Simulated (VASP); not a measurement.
Set up this calculation in VASP 6.6.1, as the native input.

| Item | Value |
| --- | --- |
| Task | single point |
| Functional | PBEsol |
| Potentials or basis | VASP PAW PBE potentials, release 64 (Sn_d) |
| Cutoff | 520 eV |
| k mesh | 8 × 8 × 8 |
| Occupations | gaussian, width 0.1 eV |
| Spin | no spin polarisation |
| Dipole correction | no |
| Further INCAR settings | ALGO = Normal; EDIFF = 1e-07; NBANDS = 13 |

The structure of Sn lies in POSCAR:

```
Sn
1.0
    0.0000000000      1.8965904936      1.8965904936
    1.8965904936      0.0000000000      1.8965904936
    1.8965904936      1.8965904936      0.0000000000
Sn
1
Direct
    0.0000000000      0.0000000000      0.0000000000
```

These files were run (other wordings do the same):

INCAR

```
SYSTEM = Sn
  PREC = Accurate
  ENCUT = 520
  EDIFF = 1E-7
  ISMEAR = 0
  SIGMA = 0.1
  LREAL = .FALSE.
  LASPH = .TRUE.
  NELM = 60
  ALGO = Normal
  ISIF = 2
  LWAVE = .FALSE.
  LCHARG = .FALSE.
  GGA = PS
  NBANDS = 13
```

KPOINTS

```
Automatic mesh
0
G
  8 8 8
  0 0 0
```

Potentials or basis: VASP PAW PBE potentials, release 64 (Sn_d).

Command:

```bash
$ cat potpaw_PBE.64/Sn_d/POTCAR > POTCAR
$ mpirun -np 1 vasp_std > vasp.out
```

It gave:

```
Pressure               : 177.8 GPa
Band gap on the k mesh : zero (band 7 reaches 29.82 eV, above the bottom of band 8 at 16.73 eV)
```

Caveat: the PAW data sets were made with another functional, which shifts forces and pressure a little; spin-orbit coupling is left out, which moves the levels of the heavy elements.

Run time: 6.4 s on 1 thread of Intel Xeon 8259CL (shared host), peak memory 0.12 GiB.
